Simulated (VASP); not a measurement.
A run of VASP 6.6.1 is set up as follows.

File INCAR:

```
SYSTEM = LiF
PREC     = Accurate       ! precision mode
ENCUT    = 520            ! plane-wave cutoff, eV
EDIFF    = 1E-6           ! SCF threshold, eV
ISMEAR   = 0              ! smearing method
SIGMA    = 0.05           ! smearing width, eV
LREAL    = .False.        ! projectors in reciprocal space
LASPH    = .True.         ! aspherical terms in the spheres
NELM     = 80             ! most SCF steps
ALGO     = Normal         ! electronic algorithm
ISIF     = 2              ! what is computed and relaxed
LWAVE    = .False.        ! write WAVECAR
LCHARG   = .False.        ! write CHGCAR
GGA      = PE             ! functional
NBANDS   = 18             ! bands
```

KPOINTS

```
Automatic mesh
0
Gamma
  9 9 6
  0 0 0
```

File POSCAR:

```
LiF
1.0
    3.1955814611      0.0000000000      0.0000000000
   -1.5977907305      2.7674547252      0.0000000000
    0.0000000000      0.0000000000      4.6904744686
Li F
2 2
Direct
    0.3333333333      0.6666666667      0.3402706354
    0.6666666667      0.3333333333      0.8402706354
    0.3333333333      0.6666666667      0.9939266766
    0.6666666667      0.3333333333      0.4939266766
```

Potentials or basis: VASP PAW PBE potentials, release 64 (Li_sv, F).

Command:

```bash
$ cat potpaw_PBE.64/Li_sv/POTCAR potpaw_PBE.64/F/POTCAR > POTCAR
$ mpirun -np 1 vasp_std > vasp.out
```

Task: What does it give for the band gap on the k mesh?

Result: 7.61 eV.

Task: Estimate the largest force.

Result: 1.772 eV/Å.

Forces on the atoms (eV/Å):
```
Li   0.000  0.000  1.772
Li   0.000  0.000  1.772
F    0.000  0.000 -1.772
F    0.000  0.000 -1.772
```

Caveat: an odd mesh through Γ misses points on the zone boundary, where band edges can lie; forces of over 1 eV/Å act on the atoms, so gaps and moduli don't describe the material at rest.
